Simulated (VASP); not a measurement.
# Nb (Fm-3m) in VASP: a series of runs

Runs on Nb. Level: PBE. Tasks: single point, relaxation of cell and atoms.

Program: VASP 6.6.1. These are calculated values, not measurements. Logs are shortened: lines on timing, memory, paths and dates and some standing lists are left out, and cuts for length are marked.

## (1) The cell of the first run

The structure is cubic, space group Fm-3m (No. 225). Conventional cell: a = 3.911 Å, b = 3.911 Å, c = 3.911 Å, α = 90.00°, β = 90.00°, γ = 90.00°. Within 3.6 Å of Nb (site symmetry m-3m) lie 12 Nb at 2.77 Å.

## (2) Single point, PBE

File INCAR:

```
ALGO = Normal
EDIFF = 1E-6
ENCUT = 520
GGA = PE
ISIF = 2
ISMEAR = -1
LASPH = True
LCHARG = False
LREAL = False
LWAVE = False
NBANDS = 12
NELM = 100
PREC = Accurate
SIGMA = 0.05
```

File KPOINTS:

```
k-points
0
Gamma
  17 17 17
```

File POSCAR:

```
Nb
1.0
    0.0000000000      1.9554908263      1.9554908263
    1.9554908263      0.0000000000      1.9554908263
    1.9554908263      1.9554908263      0.0000000000
Nb
1
Direct
    0.0000000000      0.0000000000      0.0000000000
```

Potentials or basis: VASP PAW PBE potentials, release 64 (Nb_sv).

On the command line:

```
$ cat potpaw_PBE.64/Nb_sv/POTCAR > POTCAR
$ mpirun -np 1 vasp_std > vasp.out
```

OUTCAR:

```text
EDIFF = 1E-6
   ENCUT = 520
   GGA = PE
   ISIF = 2
   ISMEAR = -1
   LASPH = True
   LREAL = False
   NELM = 100
   PREC = Accurate

 ion  position               nearest neighbor table
   1  0.000  0.000  0.000-

  LATTYP: Found a face centered cubic cell.
 ALAT       =     3.9109816526

  Lattice vectors:

 A1 = (   0.0000000000,   1.9554908263,   1.9554908263)
 A2 = (   1.9554908263,   0.0000000000,   1.9554908263)
 A3 = (   1.9554908263,   1.9554908263,   0.0000000000)

Analysis of symmetry for initial positions (statically):
=====================================================================
 Subroutine PRICEL returns:
 Original cell was already a primitive cell.

 Routine SETGRP: Setting up the symmetry group for a
 face centered cubic supercell.

 Subroutine GETGRP returns: Found 48 space group operations
 (whereof 48 operations were pure point group operations)
 out of a pool of 48 trial point group operations.

The static configuration has the point symmetry O_h .

Analysis of symmetry for dynamics (positions and initial velocities):
=====================================================================
 Subroutine PRICEL returns:
 Original cell was already a primitive cell.

 Routine SETGRP: Setting up the symmetry group for a
 face centered cubic supercell.

 Subroutine GETGRP returns: Found 48 space group operations
 (whereof 48 operations were pure point group operations)
 out of a pool of 48 trial point group operations.

The dynamic configuration has the point symmetry O_h .

 Subroutine INISYM returns: Found 48 space group operations
 (whereof 48 operations are pure point group operations),
 and found     1 'primitive' translations

----------------------------------------------------------------------------------------

                                     Primitive cell

  volume of cell :      14.9554

  direct lattice vectors                    reciprocal lattice vectors
     0.000000000  1.955490826  1.955490826    -0.255690282  0.255690282  0.255690282
     1.955490826  0.000000000  1.955490826     0.255690282 -0.255690282  0.255690282
     1.955490826  1.955490826  0.000000000     0.255690282  0.255690282 -0.255690282

  length of vectors
     2.765481648  2.765481648  2.765481648     0.442868559  0.442868559  0.442868559

  position of ions in fractional coordinates (direct lattice)
     0.000000000  0.000000000  0.000000000

  ion indices of the primitive-cell ions
   primitive index   ion index
                 1           1

----------------------------------------------------------------------------------------

 KPOINTS: k-points

Automatic generation of k-mesh.
 Grid dimensions read from file:
 generate k-points for:   17   17   17

 Generating k-lattice:

  Cartesian coordinates                     Fractional coordinates (reciprocal lattice)
    -0.015040605  0.015040605  0.015040605     0.058823529  0.000000000  0.000000000
     0.015040605 -0.015040605  0.015040605     0.000000000  0.058823529  0.000000000
     0.015040605  0.015040605 -0.015040605     0.000000000  0.000000000  0.058823529

  Length of vectors
     0.026051092  0.026051092  0.026051092

  Shift w.r.t. Gamma in fractional coordinates (k-lattice)
     0.000000000  0.000000000  0.000000000

 Subroutine IBZKPT returns following result:
 ===========================================

 Found    165 irreducible k-points:

 Following reciprocal coordinates:
            Coordinates               Weight
  0.000000  0.000000  0.000000      1.000000
  0.058824  0.000000  0.000000      8.000000
  0.117647  0.000000  0.000000      8.000000
  0.176471  0.000000  0.000000      8.000000
  0.235294  0.000000  0.000000      8.000000
  0.294118  0.000000  0.000000      8.000000
[... 16 lines left out ...]
 -0.176471  0.058824  0.000000     24.000000
 -0.117647  0.058824  0.000000     24.000000
 [... further k-points ...]
   k-points           NKPTS =    165   k-points in BZ     NKDIM =    165   number of bands    NBANDS=     12
   number of dos      NEDOS =    301   number of ions     NIONS =      1
   total plane-waves  NPLWV =  13824
   dimension x,y,z NGX =    24 NGY =   24 NGZ =   24
   dimension x,y,z NGXF=    48 NGYF=   48 NGZF=   48
   ions per type =               1
   NGX,Y,Z   is equivalent  to a cutoff of  14.43, 14.43, 14.43 a.u.
   NGXF,Y,Z  is equivalent  to a cutoff of  28.86, 28.86, 28.86 a.u.
 SYSTEM =  unknown system
   PREC   = accura    normal or accurate (medium, high low for compatibility)
   ISTART =      0    job   : 0-new  1-cont  2-samecut
   ICHARG =      2    charge: 1-file 2-atom 10-const
   ISPIN  =      1    spin polarized calculation?
   LNONCOLLINEAR =      F non collinear calculations
   LSORBIT =      F    spin-orbit coupling
   LASPH  =      T    aspherical Exc in radial PAW
   ENCUT  =  520.0 eV  38.22 Ry    6.18 a.u.   5.14  5.14  5.14*2*pi/ulx,y,z
   NELM   =    100;   NELMIN=  2; NELMDL= -5     # of ELM steps
   EDIFF  = 0.1E-05   stopping-criterion for ELM
   LREAL  =      F    real-space projection
   EDIFFG = 0.1E-04   stopping-criterion for IOM
   NSW    =      0    number of steps for IOM
   IBRION =     -1    ionic relax: 0-MD 1-quasi-New 2-CG
   NFREE  =      0    steps in history (QN), initial steepest desc. (CG)
   ISIF   =      2    stress and relaxation
   ISYM   =      2    0-nonsym 1-usesym 2-fastsym
   POTIM  = 0.5000    time-step for ionic-motion
   TEBEG  =    0.0;   TEEND  =   0.0 temperature during run
   PSTRESS=    0.0 pullay stress
   NELECT =      13.0000    total number of electrons
   NUPDOWN=      -1.0000    fix difference up-down
   EMIN   =  10.00;   EMAX   =-10.00  energy-range for DOS
   EFERMI =   0.00;   METHOD = LEGACY
   ISMEAR =    -1;   SIGMA  =   0.05  broadening in eV -4-tet -1-fermi 0-gaus
   EFERMI_NEDOS =   21; number of points for ismear=-14 and -15
   IALGO  =     38    algorithm
   IMIX   =      4    mixing-type and parameters
     AMIX     =   0.40;   BMIX     =  1.00
     AMIX_MAG =   1.60;   BMIX_MAG =  1.00
  volume/ion in A,a.u.               =      14.96       100.92
  Fermi-wavevector in a.u.,A,eV,Ry     =   1.562393  2.952494 33.212781  2.441071
  Thomas-Fermi vector in A             =   2.665318
   LORBIT       =      0    0 simple, 1 ext, 2 COOP (PROOUT), +10 PAW based schemes
   GGA     = PE    functional components
   LHFCALC =     F    Hartree Fock is set to
   AEXX    =    0.0000 exact exchange contribution
   IVDW    =     0    specifies the selected vdW correction
   LEPSILON=     F    determine dielectric tensor
   LRPA    =     F    only Hartree local field effects (RPA)
 non-spin polarized calculation
  energy-cutoff  :      520.00
  volume of cell :       14.96
 maximum number of plane-waves:       415
 NGX is ok and might be reduce to    24
   NGX = 11   NGY = 11   NGZ = 11

 number of electron      13.0000000 magnetization

 Free energy of the ion-electron system (eV)
  ---------------------------------------------------
  ext. energy  EPLUGINS =         0.00000000
  ---------------------------------------------------
  free energy    TOTEN  =        -9.35039139 eV

  energy without entropy =       -9.33904877  energy(sigma->0) =       -9.34472008

 E-fermi :  14.4812     XC(G=0): -13.4932

 val. band max:       14.4497539267   @ k =   0.0588   0.0588   0.0000
 cond. band min:      14.4829946177   @ k =  -0.4118   0.2941   0.0588
 fundamental gap:      0.0332406910
 Fermi energy:        14.4811853334

 k-point     1 :       0.0000    0.0000    0.0000
  band No.  band energies     occupation
      1     -40.2553      2.00000
      2     -15.0180      2.00000
      3     -15.0180      2.00000
      4     -15.0180      2.00000
      5       7.8270      2.00000
      6      14.3077      1.93965
      7      14.3077      1.93965
      8      14.3077      1.93965
      9      17.8419      0.00000
     10      17.8419      0.00000
     11      26.4012      0.00000
     12      32.2531      0.00000

 k-point     2 :       0.0588    0.0000    0.0000
  band No.  band energies     occupation
      1     -40.2399      2.00000
      2     -15.1073      2.00000
      3     -15.0284      2.00000
      4     -15.0284      2.00000
      5       7.9978      2.00000
      6      14.1685      1.99616
      7      14.3872      1.73519
      8      14.3872      1.73519
      9      17.7565      0.00000
     10      17.7565      0.00000
     11      26.7550      0.00000
     12      31.6254      0.00000

 k-point     3 :       0.1176    0.0000    0.0000
  band No.  band energies     occupation
      1     -40.1957      2.00000
      2     -15.3587      2.00000
      3     -15.0578      2.00000
      4     -15.0578      2.00000
      5       8.4727      2.00000
      6      13.8366      1.99999
      7      14.5900      0.20367
      8      14.5900      0.20367
      9      17.5695      0.00000
     10      17.5695      0.00000
     11      27.6729      0.00000
     12      30.4754      0.00000

 k-point     4 :       0.1765    0.0000    0.0000
  band No.  band energies     occupation
      1     -40.1278      2.00000
      2     -15.7284      2.00000
      3     -15.1021      2.00000
      4     -15.1021      2.00000
      5       9.1246      2.00000
      6      13.5266      2.00000
      7      14.7916      0.00402
      8      14.7916      0.00402
      9      17.4779      0.00000
     10      17.4779      0.00000
     11      28.2495      0.00000
     12      30.1230      0.00000

 k-point     5 :       0.2353    0.0000    0.0000
  band No.  band energies     occupation
      1     -40.0448      2.00000
      2     -16.1580      2.00000
      3     -15.1549      2.00000
      4     -15.1549      2.00000
      5       9.7025      2.00000
      6      13.5393      2.00000
      7      14.8107      0.00275
      8      14.8107      0.00275
      9      17.7251      0.00000
     10      17.7251      0.00000
     11      27.5130      0.00000
     12      31.4115      0.00000

 k-point     6 :       0.2941    0.0000    0.0000
  band No.  band energies     occupation
      1     -39.9574      2.00000
      2     -16.5865      2.00000
      3     -15.2089      2.00000
      4     -15.2089      2.00000
      5       9.9426      2.00000
      6      14.1207      1.99852
      7      14.6235      0.10977
      8      14.6235      0.10977
      9      18.3536      0.00000
     10      18.3536      0.00000
     11      26.7174      0.00000
     12      32.3678      0.00000

 k-point     7 :       0.3529    0.0000    0.0000
  band No.  band energies     occupation
      1     -39.8775      2.00000
      2     -16.9595      2.00000
      3     -15.2569      2.00000
      4     -15.2569      2.00000
      5       9.8923      2.00000
      6      14.3681      1.81135
      7      14.3681      1.81135
      8      15.1318      0.00000
      9      19.1829      0.00000
     10      19.1829      0.00000
     11      26.1915      0.00000
     12      31.6295      0.00000

 k-point     8 :       0.4118    0.0000    0.0000
  band No.  band energies     occupation
      1     -39.8165      2.00000
      2     -17.2334      2.00000
      3     -15.2927      2.00000
      4     -15.2927      2.00000
      5       9.7616      2.00000
      6      14.1546      1.99709
      7      14.1546      1.99709
      8      16.1768      0.00000
      9      19.9799      0.00000
     10      19.9799      0.00000
     11      26.0364      0.00000
     12      30.0012      0.00000
[... 166 lines left out ...]
 k-point    20 :      -0.3529    0.0588    0.0000
  band No.  band energies     occupation
      1     -39.8466      2.00000
      2     -17.0459      2.00000
      3     -15.3583      2.00000
      4     -15.2555      2.00000
      5      10.0032      2.00000
      6      14.1360      1.99799
      7      14.3742      1.78934
      8      15.2440      0.00000
      9      18.9749      0.00000
     10      20.2526      0.00000
     11      26.4435      0.00000
     12      30.9818      0.00000

 k-point    21 :      -0.2941    0.0588    0.0000
  band No.  band energies     occupation
      1     -39.9203      2.00000
      2     -16.7110      2.00000
      3     -15.3188      2.00000
      4     -15.2021      2.00000
      5      10.1037      2.00000
      6      14.2032      1.99234
      7      14.4294      1.47604
      8      14.6265      0.10365
      9      18.0496      0.00000
     10      19.4159      0.00000
     11      26.8570      0.00000
     12      32.3191      0.00000

 k-point    22 :      -0.2353    0.0588    0.0000
  band No.  band energies     occupation
      1     -40.0053      2.00000
      2     -16.3078      2.00000
      3     -15.2648      2.00000
      4     -15.1456      2.00000
      5       9.9790      2.00000
      6      13.4733      2.00000
      7      14.7103      0.02026
      8      14.8737      0.00078
      9      17.2977      0.00000
     10      18.6163      0.00000
     11      27.5700      0.00000
     12      31.9327      0.00000

 k-point    23 :      -0.1765    0.0588    0.0000
  band No.  band energies     occupation
      1     -40.0899      2.00000
      2     -15.8870      2.00000
      3     -15.2027      2.00000
      4     -15.0935      2.00000
      5       9.4821      2.00000
      6      13.3169      2.00000
      7      14.8538      0.00116
      8      14.9305      0.00025
      9      16.9589      0.00000
     10      18.0653      0.00000
     11      28.4102      0.00000
     12      30.5151      0.00000

 k-point    24 :      -0.1176    0.0588    0.0000
  band No.  band energies     occupation
      1     -40.1628      2.00000
      2     -15.5075      2.00000
      3     -15.1392      2.00000
      4     -15.0531      2.00000
      5       8.8180      2.00000
      6      13.5709      2.00000
      7      14.7283      0.01416
      8      14.7746      0.00564
      9      17.0996      0.00000
     10      17.8500      0.00000
     11      28.3133      0.00000
     12      30.1798      0.00000

 [... further k-points ...]
[... 5 lines left out ...]
  --------------------------------------------------------------------------------------
  -------------------------------------------------------------------------------------
  Total        5.0995110      5.0995110      5.0995110     -0.0000000     -0.0000000      0.0000000
  in kB      546.3132967    546.3132967    546.3132967     -0.0000000     -0.0000000      0.0000000
  external PRESSURE =     546.3132967 kB  Pullay stress =       0.0000000 kB

 VOLUME and BASIS-vectors are now :
 -----------------------------------------------------------------------------
  energy-cutoff  :      520.00
  volume of cell :       14.96
      direct lattice vectors                 reciprocal lattice vectors
     0.000000000  1.955490826  1.955490826    -0.255690282  0.255690282  0.255690282
     1.955490826  0.000000000  1.955490826     0.255690282 -0.255690282  0.255690282
     1.955490826  1.955490826  0.000000000     0.255690282  0.255690282 -0.255690282

 POSITION                                       TOTAL-FORCE (eV/Angst)
 -----------------------------------------------------------------------------------
      0.00000      0.00000      0.00000         0.000000      0.000000      0.000000
 -----------------------------------------------------------------------------------
    total drift:                                0.000000      0.000000      0.000000

  FREE ENERGIE OF THE ION-ELECTRON SYSTEM (eV)
  ---------------------------------------------------
  free  energy   TOTEN  =        -9.3503913914 eV

  energy  without entropy=       -9.3390487717  energy(sigma->0) =       -9.34472008
```

Run time: 11 s. Hardware: 1 thread of Intel Xeon 6975P-C (Granite Rapids), shared host; peak memory 0.15 GiB.

Results:

- Free energy: -9.3504 eV
- Pressure: 54.6 GPa

## (3) Single point, PBE

File INCAR:

```
PREC = Accurate
ENCUT = 520
EDIFF = 1E-6
ISMEAR = -1
SIGMA = 0.05
LREAL = F
LASPH = T
NELM = 100
ALGO = Normal
ISIF = 2
LWAVE = F
LCHARG = F
GGA = PE
NBANDS = 12
```

File KPOINTS:

```
Automatic mesh
0
Gamma
  17 17 17
```

File POSCAR:

```
Nb
1.0
    0.0000000000      1.9555583498      1.9555583498
    1.9555583498      0.0000000000      1.9555583498
    1.9555583498      1.9555583498      0.0000000000
Nb
1
Direct
    0.0000000000      0.0000000000      0.0000000000
```

Potentials or basis: VASP PAW PBE potentials, release 64 (Nb_sv).

On the command line:

```
$ cat potpaw_PBE.64/Nb_sv/POTCAR > POTCAR
$ mpirun -np 1 vasp_std > vasp.out
```

It took 11 s on 1 thread of Intel Xeon 6975P-C (Granite Rapids), shared host; peak memory 0.15 GiB.

The run converged. Its results:

* Free energy: -9.3509 eV
* Pressure: 54.6 GPa

Levels at points of the mesh, in eV from the Fermi level:
```csv
k point,band 4,band 5,band 6,band 7,band 8,band 9
"(0.00, 0.00, 0.00)",-29.50,-6.65,-0.17,-0.17,-0.17,3.36
```

## (4) Single point, PBE

This run uses another cell than the first one, of 18.77 Å³/atom, 1.255 times its volume.

File INCAR:

```
SYSTEM = Nb
ALGO     = Normal         ! electronic algorithm
EDIFF    = 1E-7           ! SCF threshold, eV
ENCUT    = 520            ! plane-wave cutoff, eV
GGA      = PE             ! functional
ISIF     = 2              ! what is computed and relaxed
ISMEAR   = -1             ! smearing method
LASPH    = .True.         ! aspherical terms in the spheres
LCHARG   = .True.         ! write CHGCAR
LELF     = .True.         ! ELF
LREAL    = .False.        ! projectors in reciprocal space
LVHAR    = .True.       
LWAVE    = .False.        ! write WAVECAR
NBANDS   = 12             ! bands
NELM     = 60             ! most SCF steps
PREC     = Accurate       ! precision mode
SIGMA    = 0.05           ! smearing width, eV
```

File KPOINTS:

```
k-points
0
Gamma
  16 16 16
  0 0 0
```

File POSCAR:

```
Nb
1.0
    0.0000000000      2.1094546873      2.1094546873
    2.1094546873      0.0000000000      2.1094546873
    2.1094546873      2.1094546873      0.0000000000
Nb
1
Direct
    0.0000000000      0.0000000000      0.0000000000
```

On the command line:

```
$ cat potpaw_PBE.64/Nb_sv/POTCAR > POTCAR
$ mpirun -np 1 vasp_std > vasp.out
```

It took 10 s on 1 thread of Intel Xeon 6975P-C (Granite Rapids), shared host; peak memory 0.16 GiB.

It converged, with:

```yaml
Free_energy: -9.8991 eV
Pressure: -0.3 GPa
```

Levels at points of the mesh, in eV from the Fermi level:
```tsv
k point	band 4	band 5	band 6	band 7	band 8	band 9
(0.00, 0.00, 0.00)	-30.18	-6.22	0.11	0.11	0.11	2.70
(0.50, 0.00, 0.00)	-30.33	-3.83	-0.07	-0.07	1.37	4.66
(0.50, 0.50, 0.00)	-30.60	-4.04	-3.31	3.59	4.64	5.22
```

[end of part 1 of 2]
